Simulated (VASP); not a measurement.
# SiC (P1) in VASP: single point with r2SCAN

Aim: the single point of SiC with r2SCAN.

Everything below comes from runs of VASP 6.6.1. Logs are shortened: lines on timing, memory, paths and dates and some standing lists are left out, and cuts for length are marked.

## Step 1: The cell of the first run

The typed cell holds 4 atoms: a = 3.058 Å, b = 3.134 Å, c = 5.048 Å, α = 88.35°, β = 90.01°, γ = 122.11°.

## Step 2: Single point, r2SCAN (atoms moved at random and the cell strained at random)

POSCAR

```
SiC
1.0
    3.0573563357     -0.0790335846      0.0005350186
   -1.5971232598      2.6965228990      0.0449218163
    0.0008780155      0.0856324750      5.0471043903
Si C
2 2
Direct
    0.2951063496      0.6781504927      0.0437517371
    0.7063978154      0.2056129300      0.4933299659
    0.2699991496      0.7988061868      0.4307124934
    0.7284966855      0.3174303905      0.8022058036
```

INCAR.step1

```
SYSTEM = SiC
PREC     = Accurate       ! precision mode
ENCUT    = 520            ! plane-wave cutoff, eV
ISMEAR   = 0              ! smearing method
SIGMA    = 0.05           ! smearing width, eV
LREAL    = .False.        ! projectors in reciprocal space
LASPH    = .True.         ! aspherical terms in the spheres
NELM     = 60             ! most SCF steps
NBANDS   = 16             ! bands
GGA      = PE             ! functional
ALGO     = Normal         ! electronic algorithm
EDIFF    = 1E-4           ! SCF threshold, eV
LWAVE    = .True.         ! write WAVECAR
LCHARG   = .False.        ! write CHGCAR
```

INCAR.step2

```
SYSTEM = SiC
PREC     = Accurate       ! precision mode
ENCUT    = 520            ! plane-wave cutoff, eV
EDIFF    = 1E-7           ! SCF threshold, eV
ISMEAR   = 0              ! smearing method
SIGMA    = 0.05           ! smearing width, eV
LREAL    = .False.        ! projectors in reciprocal space
LASPH    = .True.         ! aspherical terms in the spheres
NELM     = 60             ! most SCF steps
ALGO     = Normal         ! electronic algorithm
ISIF     = 2              ! what is computed and relaxed
LWAVE    = .False.        ! write WAVECAR
LCHARG   = .False.        ! write CHGCAR
METAGGA  = R2SCAN         ! meta-GGA
LMIXTAU  = .True.       
NBANDS   = 16             ! bands
ISTART   = 1
```

KPOINTS

```
Automatic mesh
0
Gamma
  12 12 6
  0 0 0
```

Potentials or basis: VASP PAW PBE potentials, release 64 (Si, C).

Launch:

```
> cat potpaw_PBE.64/Si/POTCAR potpaw_PBE.64/C/POTCAR > POTCAR
> cp INCAR.step1 INCAR
> mpirun -np 1 vasp_std > vasp.out
> cp INCAR.step2 INCAR
> mpirun -np 1 vasp_std > vasp.out
```

OUTCAR:

```text
SYSTEM = SiC
   PREC = Accurate
   ENCUT = 520
   EDIFF = 1E-7
   ISMEAR = 0
   LREAL = .False.
   LASPH = .True.
   NELM = 60
   ISIF = 2
   METAGGA = R2SCAN
   ISTART = 1

 ion  position               nearest neighbor table
   1  0.295  0.678  0.044-   4 1.94   3 2.01   4 2.07   4 2.49   2 2.73   2 2.75   2 3.09
   2  0.706  0.206  0.493-   3 1.31   4 1.60   3 1.76   1 2.73   1 2.75   1 3.09
   3  0.270  0.799  0.431-   2 1.31   2 1.76   1 2.01
   4  0.728  0.317  0.802-   2 1.60   1 1.94   1 2.07   1 2.49

  LATTYP: Found a triclinic cell.
 ALAT       =     3.1343350844
 B/A-ratio  =     0.9757660399
 C/A-ratio  =     1.6104949620
 COS(alpha) =     0.0000895922
 COS(beta)  =     0.0288360797
 COS(gamma) =     0.5316166338

  Lattice vectors:

 A1 = (  -1.5971232598,   2.6965228990,   0.0449218163)
 A2 = (  -3.0573563357,   0.0790335846,  -0.0005350186)
 A3 = (   0.0008780155,   0.0856324750,   5.0471043903)

Analysis of symmetry for initial positions (statically):
=====================================================================
 Subroutine PRICEL returns:
 Original cell was already a primitive cell.

 Routine SETGRP: Setting up the symmetry group for a
 triclinic supercell.

 Subroutine GETGRP returns: Found  1 space group operations
 (whereof  1 operations were pure point group operations)
 out of a pool of  2 trial point group operations.

The static configuration has the point symmetry C_1 .

Analysis of symmetry for dynamics (positions and initial velocities):
=====================================================================
 Subroutine PRICEL returns:
 Original cell was already a primitive cell.

 Routine SETGRP: Setting up the symmetry group for a
 triclinic supercell.

 Subroutine GETGRP returns: Found  1 space group operations
 (whereof  1 operations were pure point group operations)
 out of a pool of  2 trial point group operations.

The dynamic configuration has the point symmetry C_1 .

 Subroutine INISYM returns: Found  1 space group operations
 (whereof  1 operations are pure point group operations),
 and found     1 'primitive' translations

----------------------------------------------------------------------------------------

                                     Primitive cell

  volume of cell :      40.9606

  direct lattice vectors                    reciprocal lattice vectors
     3.057356336 -0.079033585  0.000535019     0.332167800  0.196796218 -0.003396759
    -1.597123260  2.696522899  0.044921816     0.009739524  0.376723085 -0.006393425
     0.000878015  0.085632475  5.047104390    -0.000121898 -0.003373890  0.198190674

  length of vectors
     3.058377733  3.134335084  5.047830863     0.386103272  0.376903193  0.198219427

  position of ions in fractional coordinates (direct lattice)
     0.295106350  0.678150493  0.043751737
     0.706397815  0.205612930  0.493329966
     0.269999150  0.798806187  0.430712493
     0.728496685  0.317430391  0.802205804

  ion indices of the primitive-cell ions
   primitive index   ion index
                 1           1
                 2           2
                 3           3
                 4           4

----------------------------------------------------------------------------------------

 KPOINTS: Automatic mesh

Automatic generation of k-mesh.
 Grid dimensions read from file:
 generate k-points for:   12   12    6

 Generating k-lattice:

  Cartesian coordinates                     Fractional coordinates (reciprocal lattice)
     0.027680650  0.016399685 -0.000283063     0.083333333 -0.000000000  0.000000000
     0.000811627  0.031393590 -0.000532785     0.000000000  0.083333333  0.000000000
    -0.000020316 -0.000562315  0.033031779    -0.000000000  0.000000000  0.166666667

  Length of vectors
     0.032175273  0.031408599  0.033036571

  Shift w.r.t. Gamma in fractional coordinates (k-lattice)
     0.000000000  0.000000000  0.000000000

 Subroutine IBZKPT returns following result:
 ===========================================

 Found    436 irreducible k-points:

 Following reciprocal coordinates:
            Coordinates               Weight
  0.000000  0.000000  0.000000      1.000000
  0.083333 -0.000000 -0.000000      2.000000
  0.166667 -0.000000 -0.000000      2.000000
  0.250000 -0.000000 -0.000000      2.000000
  0.333333 -0.000000 -0.000000      2.000000
  0.416667 -0.000000 -0.000000      2.000000
[... 16 lines left out ...]
  0.250000  0.166667 -0.000000      2.000000
  0.333333  0.166667 -0.000000      2.000000
 [... further k-points ...]
   k-points           NKPTS =    436   k-points in BZ     NKDIM =    436   number of bands    NBANDS=     16
   number of dos      NEDOS =    301   number of ions     NIONS =      4
   total plane-waves  NPLWV =  23040
   dimension x,y,z NGX =    24 NGY =   24 NGZ =   40
   dimension x,y,z NGXF=    48 NGYF=   48 NGZF=   80
   ions per type =               2   2
   NGX,Y,Z   is equivalent  to a cutoff of  13.05, 12.73, 13.17 a.u.
   NGXF,Y,Z  is equivalent  to a cutoff of  26.09, 25.46, 26.35 a.u.
 SYSTEM =  SiC
   PREC   = accura    normal or accurate (medium, high low for compatibility)
   ISTART =      1    job   : 0-new  1-cont  2-samecut
   ICHARG =      0    charge: 1-file 2-atom 10-const
   ISPIN  =      1    spin polarized calculation?
   LNONCOLLINEAR =      F non collinear calculations
   LSORBIT =      F    spin-orbit coupling
   LASPH  =      T    aspherical Exc in radial PAW
   ENCUT  =  520.0 eV  38.22 Ry    6.18 a.u.   5.69  5.83  9.39*2*pi/ulx,y,z
   NELM   =     60;   NELMIN=  2; NELMDL=  0     # of ELM steps
   EDIFF  = 0.1E-06   stopping-criterion for ELM
   LREAL  =      F    real-space projection
   EDIFFG = 0.1E-05   stopping-criterion for IOM
   NSW    =      0    number of steps for IOM
   IBRION =     -1    ionic relax: 0-MD 1-quasi-New 2-CG
   NFREE  =      0    steps in history (QN), initial steepest desc. (CG)
   ISIF   =      2    stress and relaxation
   ISYM   =      2    0-nonsym 1-usesym 2-fastsym
   POTIM  = 0.5000    time-step for ionic-motion
   TEBEG  =    0.0;   TEEND  =   0.0 temperature during run
   PSTRESS=    0.0 pullay stress
   NELECT =      16.0000    total number of electrons
   NUPDOWN=      -1.0000    fix difference up-down
   EMIN   =  10.00;   EMAX   =-10.00  energy-range for DOS
   EFERMI =   0.00;   METHOD = LEGACY
   ISMEAR =     0;   SIGMA  =   0.05  broadening in eV -4-tet -1-fermi 0-gaus
   EFERMI_NEDOS =   21; number of points for ismear=-14 and -15
   IALGO  =     38    algorithm
   IMIX   =      4    mixing-type and parameters
     AMIX     =   0.40;   BMIX     =  1.00
     AMIX_MAG =   1.60;   BMIX_MAG =  1.00
  volume/ion in A,a.u.               =      10.24        69.10
  Fermi-wavevector in a.u.,A,eV,Ry     =   1.196721  2.261474 19.485453  1.432140
  Thomas-Fermi vector in A             =   2.332654
   LORBIT       =      0    0 simple, 1 ext, 2 COOP (PROOUT), +10 PAW based schemes
   METAGGA = R2SCAN    functional components
   LHFCALC =     F    Hartree Fock is set to
   AEXX    =    0.0000 exact exchange contribution
   IVDW    =     0    specifies the selected vdW correction
   LEPSILON=     F    determine dielectric tensor
   LRPA    =     F    only Hartree local field effects (RPA)
 non-spin polarized calculation
 Gauss-broadening in eV      SIGMA  =   0.05
  energy-cutoff  :      520.00
  volume of cell :       40.96
 maximum number of plane-waves:      1118
   NGX = 11   NGY = 11   NGZ = 19

 number of electron      15.9999999 magnetization

 Free energy of the ion-electron system (eV)
  ---------------------------------------------------
  ext. energy  EPLUGINS =         0.00000000
  ---------------------------------------------------
  free energy    TOTEN  =       -26.87774057 eV

  energy without entropy =      -26.87684031  energy(sigma->0) =      -26.87729044

 E-fermi :   9.1552     XC(G=0): -12.0050

 val. band max:        9.1473059098   @ k =  -0.0833  -0.0833   0.1667
 cond. band min:       9.1705924577   @ k =  -0.0833   0.1667   0.1667
 fundamental gap:      0.0232865480
 Fermi energy:         9.1551606083

 k-point     1 :       0.0000    0.0000    0.0000
  band No.  band energies     occupation
      1      -8.7866      2.00000
      2      -3.9993      2.00000
      3      -1.8861      2.00000
      4       3.6698      2.00000
      5       7.1992      2.00000
      6       7.4485      2.00000
[... 8 lines left out ...]
     15      18.7779      0.00000
     16      19.3979      0.00000

 k-point     2 :       0.0833   -0.0000   -0.0000
  band No.  band energies     occupation
      1      -8.6589      2.00000
      2      -3.8992      2.00000
      3      -1.7561      2.00000
      4       3.3463      2.00000
      5       7.0143      2.00000
      6       7.2167      2.00000
[... 8 lines left out ...]
     15      19.0367      0.00000
     16      19.6244      0.00000

 k-point     3 :       0.1667   -0.0000   -0.0000
  band No.  band energies     occupation
      1      -8.2798      2.00000
      2      -3.6167      2.00000
      3      -1.3723      2.00000
      4       2.5065      2.00000
      5       6.3240      2.00000
      6       6.7287      2.00000
[... 8 lines left out ...]
     15      19.0679      0.00000
     16      19.8645      0.00000

 k-point     4 :       0.2500   -0.0000   -0.0000
  band No.  band energies     occupation
      1      -7.6621      2.00000
      2      -3.2286      2.00000
      3      -0.7653      2.00000
      4       1.4531      2.00000
      5       5.2269      2.00000
      6       6.1437      2.00000
[... 8 lines left out ...]
     15      18.9959      0.00000
     16      20.7328      0.00000
[... 324 lines left out ...]
 k-point    22 :       0.1667    0.1667   -0.0000
  band No.  band energies     occupation
      1      -7.2433      2.00000
      2      -3.1370      2.00000
      3      -0.4499      2.00000
      4       0.9286      2.00000
      5       4.4094      2.00000
      6       5.8421      2.00000
[... 8 lines left out ...]
     15      19.4709      0.00000
     16      20.9908      0.00000

 k-point    23 :       0.2500    0.1667   -0.0000
  band No.  band energies     occupation
      1      -6.3990      2.00000
      2      -3.1343      2.00000
      3      -0.0571      2.00000
      4       1.0960      2.00000
      5       3.3769      2.00000
      6       4.6101      2.00000
[... 8 lines left out ...]
     15      19.6325      0.00000
     16      21.2444      0.00000

 k-point    24 :       0.3333    0.1667   -0.0000
  band No.  band energies     occupation
      1      -5.4710      2.00000
      2      -3.5719      2.00000
      3       0.3150      2.00000
      4       1.9431      2.00000
      5       2.5777      2.00000
      6       3.5856      2.00000
[... 8 lines left out ...]
     15      19.4478      0.00000
     16      21.4086      0.00000

 [... further k-points ...]
[... 5 lines left out ...]
  --------------------------------------------------------------------------------------
  -------------------------------------------------------------------------------------
  Total       14.7812280     31.5498115     10.0161727     20.2010843      7.7689748      5.2979491
  in kB      578.1692631   1234.0741398    391.7836328    790.1675012    303.8842527    207.2298275
  external PRESSURE =     734.6756786 kB  Pullay stress =       0.0000000 kB

 VOLUME and BASIS-vectors are now :
 -----------------------------------------------------------------------------
  energy-cutoff  :      520.00
  volume of cell :       40.96
      direct lattice vectors                 reciprocal lattice vectors
     3.057356336 -0.079033585  0.000535019     0.332167800  0.196796218 -0.003396759
    -1.597123260  2.696522899  0.044921816     0.009739524  0.376723085 -0.006393425
     0.000878015  0.085632475  5.047104390    -0.000121898 -0.003373890  0.198190674

 POSITION                                       TOTAL-FORCE (eV/Angst)
 -----------------------------------------------------------------------------------
     -0.18081      1.80907      0.25144        -0.021710      1.342679     -4.517733
      1.83175      0.54086      2.49950        17.295572     25.505542      5.966083
     -0.44993      2.16954      2.20988       -16.751805    -27.164018    -15.415194
      1.72100      0.86708      4.06347        -0.522057      0.315797     13.966843
 -----------------------------------------------------------------------------------
    total drift:                               -0.000213     -0.000183      0.000079

  FREE ENERGIE OF THE ION-ELECTRON SYSTEM (eV)
  ---------------------------------------------------
  free  energy   TOTEN  =       -26.8777405659 eV

  energy  without entropy=      -26.8768403118  energy(sigma->0) =      -26.87729044
```

Wall time 5.3 min (1 thread of Intel Xeon 6975P-C (Granite Rapids), shared host); peak memory 0.34 GiB.

Results:

```
Free energy            : -26.8777 eV
Pressure               : 73.5 GPa
Largest force          : 35.442 eV/Å
Band gap on the k mesh : zero (bands 8 and 9 overlap by 1.73 eV)
```

Forces in eV/Å, atoms in the order of the input:
```
Si   -0.022   1.343  -4.518
Si   17.296  25.506   5.966
C   -16.752 -27.164 -15.415
C    -0.522   0.316  13.967
```

Levels at points of the mesh, in eV from the Fermi level:
```tsv
k point	band 6	band 7	band 8	band 9	band 10	band 11
(0.00, 0.00, 0.00)	-1.71	0.05	0.73	2.06	4.01	6.00
(0.50, 0.00, 0.00)	-5.95	-3.68	-2.25	2.21	2.60	3.12
(0.00, 0.50, 0.00)	-6.09	-3.32	-1.52	2.13	3.28	4.13
(0.50, 0.50, 0.00)	-5.00	-2.66	-1.39	-0.70	2.95	4.61
(0.00, 0.00, 0.50)	-1.62	-0.38	0.63	2.88	3.87	5.64
(0.50, 0.00, 0.50)	-3.86	-2.84	-1.63	0.03	0.89	2.90
(0.00, 0.50, 0.50)	-3.21	-2.64	-1.38	0.22	0.67	2.98
(0.50, 0.50, 0.50)	-5.23	-3.99	-1.60	1.73	3.30	4.63
```

Caveat: the cell differs from its parent crystal (atoms moved at random and the cell strained at random); the cell stands under pressure; the PAW data sets were made with another functional, which shifts forces and pressure a little.
